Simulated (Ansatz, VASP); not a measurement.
**Pb: VASP beside Ansatz**

```xyz
1
Lattice="0.0000 2.5315 2.4081 2.5315 0.0000 2.4081 2.5315 2.5315 0.0000" Properties=species:S:1:pos:R:3 pbc="T T T"
Pb    0.0000    0.0000    0.0000
```

Change from the starting cell: strain +0.025 along x and y, -0.025 along z, atoms carried along.

Alike in both runs: task single point; functional PBE; k mesh 16 × 16 × 16; occupations gaussian, width 0.15 eV; no spin polarisation.

```csv
,VASP,Ansatz
version,VASP 6.6.1,Ansatz 0.2.0
potentials or method,"VASP PAW PBE potentials, release 64 (Pb_d), cutoff 520 eV","scalar-relativistic, plane waves, PAW"
valence electrons in the cell,14,14
```

VASP gave:

```
gap on the k mesh at the Fermi level (eV)                     : none
pressure (GPa)                                                : 1.4
traceless stress, the component that is largest in VASP (GPa) : 0.66
```

Problem. Which values does Ansatz return?

Solution. gap on the k mesh at the Fermi level (eV): none; pressure (GPa): 1.5; traceless stress, the component that is largest in VASP (GPa): 0.65.

A gap of «none» marks a metal or a gap that the smearing closes.

Spin-orbit coupling is off throughout.
